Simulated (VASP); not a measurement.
# Mg2C (Fm-3m) in VASP: notebook, part 2 of 2

VASP 6.6.1.

## Step 4: Single point, r2SCAN (volume changed by +3%)

The input, POSCAR:

```
Mg2C
1.0
    0.0000000000      2.7377853746      2.7377853746
    2.7377853746      0.0000000000      2.7377853746
    2.7377853746      2.7377853746      0.0000000000
C Mg
1 2
Direct
    0.0000000000      0.0000000000      0.0000000000
    0.2500000000      0.2500000000      0.2500000000
    0.7500000000      0.7500000000      0.7500000000
```

The input, INCAR.step1:

```
  ALGO = Normal
  EDIFF = 1E-4
  ENCUT = 520
  GGA = PE
  ISMEAR = 0
  LASPH = True
  LCHARG = False
  LREAL = False
  LWAVE = True
  NBANDS = 11
  NELM = 80
  PREC = Accurate
  SIGMA = 0.01
```

The input, INCAR.step2:

```
  ALGO = Normal
  EDIFF = 1E-6
  ENCUT = 520
  ISIF = 2
  ISMEAR = 0
  ISTART = 1
  LASPH = True
  LCHARG = False
  LMIXTAU = True
  LREAL = False
  LWAVE = False
  METAGGA = R2SCAN
  NBANDS = 11
  NELM = 80
  PREC = Accurate
  SIGMA = 0.01
```

The input, KPOINTS:

```
k-points
0
Gamma
  6 6 6
```

Potentials or basis: VASP PAW PBE potentials, release 64 (C, Mg).

The run is started by

```bash
$ cat potpaw_PBE.64/C/POTCAR potpaw_PBE.64/Mg/POTCAR > POTCAR
$ cp INCAR.step1 INCAR
$ mpirun -np 1 vasp_std > vasp.out
$ cp INCAR.step2 INCAR
$ mpirun -np 1 vasp_std > vasp.out
```

OUTCAR:

```text
EDIFF = 1E-6
   ENCUT = 520
   ISIF = 2
   ISMEAR = 0
   ISTART = 1
   LASPH = True
   LREAL = False
   METAGGA = R2SCAN
   NELM = 80
   PREC = Accurate

 ion  position               nearest neighbor table
   1  0.000  0.000  0.000-   2 2.37   3 2.37   3 2.37   3 2.37   3 2.37   2 2.37   2 2.37   2 2.37

   2  0.250  0.250  0.250-   1 2.37   1 2.37   1 2.37   1 2.37   3 2.74   3 2.74   3 2.74   3 2.74
                             3 2.74   3 2.74
[... 412 lines left out ...]

  FORCE on cell =-STRESS in cart. coord.  units (eV):
  Direction    XX          YY          ZZ          XY          YZ          ZX
  --------------------------------------------------------------------------------------
  -------------------------------------------------------------------------------------
  Total       -0.8121570     -0.8121570     -0.8121570     -0.0000000      0.0000000     -0.0000000
  in kB      -31.7046065    -31.7046065    -31.7046065     -0.0000000      0.0000000     -0.0000000
  external PRESSURE =     -31.7046065 kB  Pullay stress =       0.0000000 kB

 VOLUME and BASIS-vectors are now :
 -----------------------------------------------------------------------------
  energy-cutoff  :      520.00
  volume of cell :       41.04
      direct lattice vectors                 reciprocal lattice vectors
     0.000000000  2.737785375  2.737785375    -0.182629363  0.182629363  0.182629363
     2.737785375  0.000000000  2.737785375     0.182629363 -0.182629363  0.182629363
     2.737785375  2.737785375  0.000000000     0.182629363  0.182629363 -0.182629363

 POSITION                                       TOTAL-FORCE (eV/Angst)
 -----------------------------------------------------------------------------------
      0.00000      0.00000      0.00000         0.000000     -0.000000      0.000000
      1.36889      1.36889      1.36889        -0.000000     -0.000000     -0.000000
      4.10668      4.10668      4.10668        -0.000000      0.000000      0.000000
 -----------------------------------------------------------------------------------
    total drift:                                0.000000     -0.000000     -0.000000

  FREE ENERGIE OF THE ION-ELECTRON SYSTEM (eV)
  ---------------------------------------------------
  free  energy   TOTEN  =       -17.7895963824 eV

  energy  without entropy=      -17.7895963824  energy(sigma->0) =      -17.78959638
```

OUTCAR.step1:

```text
EDIFF = 1E-4
   ENCUT = 520
   GGA = PE
   ISMEAR = 0
[... 442 lines left out ...]
      0.00000      0.00000      0.00000        -0.000000     -0.000000     -0.000000
      1.36889      1.36889      1.36889        -0.000000     -0.000000     -0.000000
      4.10668      4.10668      4.10668         0.000000      0.000000      0.000000
 -----------------------------------------------------------------------------------
    total drift:                                0.000000     -0.000000     -0.000000

  FREE ENERGIE OF THE ION-ELECTRON SYSTEM (eV)
  ---------------------------------------------------
  free  energy   TOTEN  =       -11.4781763782 eV

  energy  without entropy=      -11.4781763782  energy(sigma->0) =      -11.47817638
```

OSZICAR.step1:

```text
N       E                     dE             d eps       ncg     rms          rms(c)
DAV:   1     0.601678684561E+01    0.60168E+01   -0.31175E+03   352   0.596E+02
DAV:   2    -0.123046714678E+02   -0.18321E+02   -0.17284E+02   455   0.767E+01
DAV:   3    -0.137787492466E+02   -0.14741E+01   -0.14691E+01   415   0.205E+01
DAV:   4    -0.137906877119E+02   -0.11938E-01   -0.11937E-01   411   0.226E+00
DAV:   5    -0.137907574886E+02   -0.69777E-04   -0.69776E-04   409   0.171E-01    0.696E+00
DAV:   6    -0.115176801993E+02    0.22731E+01   -0.14556E+01   411   0.138E+01    0.216E+00
DAV:   7    -0.114998232588E+02    0.17857E-01   -0.18465E-01   364   0.265E+00    0.144E+00
DAV:   8    -0.114825644126E+02    0.17259E-01   -0.67594E-02   370   0.195E+00    0.684E-01
DAV:   9    -0.114791452348E+02    0.34192E-02   -0.44871E-03   385   0.345E-01    0.399E-01
DAV:  10    -0.114781692534E+02    0.97598E-03   -0.37837E-03   385   0.294E-01    0.162E-02
DAV:  11    -0.114781763782E+02   -0.71248E-05   -0.34107E-05   224   0.404E-02
   1 F= -.11478176E+02 E0= -.11478176E+02  d E =-.544692E-17
```

Run time: 40 s. Hardware: 1 thread of Intel Xeon 6975P-C, shared host; peak memory 0.17 GiB.

What came out:

- Free energy: -17.7896 eV
- Pressure: -3.2 GPa
- Band gap on the k mesh: 1.10 eV, indirect (least direct gap 1.75 eV)

Caveat: the PAW data sets were made with another functional, which shifts forces and pressure a little. A k mesh can miss the band edges.

## Step 5: The runs side by side

```csv
level,cell,k mesh,gap on the mesh (eV),pressure (GPa)
r2SCAN,"a = 3.834 Å, angles 60.0°, 3 atoms",6 × 6 × 6,1.11,-0.4
PBE,"a = 3.834 Å, angles 60.0°, 3 atoms",8 × 8 × 8,0.74,1.8
r2SCAN,"a = 3.872 Å, angles 60.0°, 3 atoms",6 × 6 × 6,1.10,-3.2
```

Alike in all rows: task single point; potentials or basis VASP PAW PBE potentials, release 64 (C, Mg); no spin polarisation; cutoff (eV) 520; smearing gaussian 0.01 eV.

Caveats: the PAW data sets were made with another functional, which shifts forces and pressure a little (some runs).

Total energies depend on the potentials used, so only differences within one code and one set of settings carry meaning.
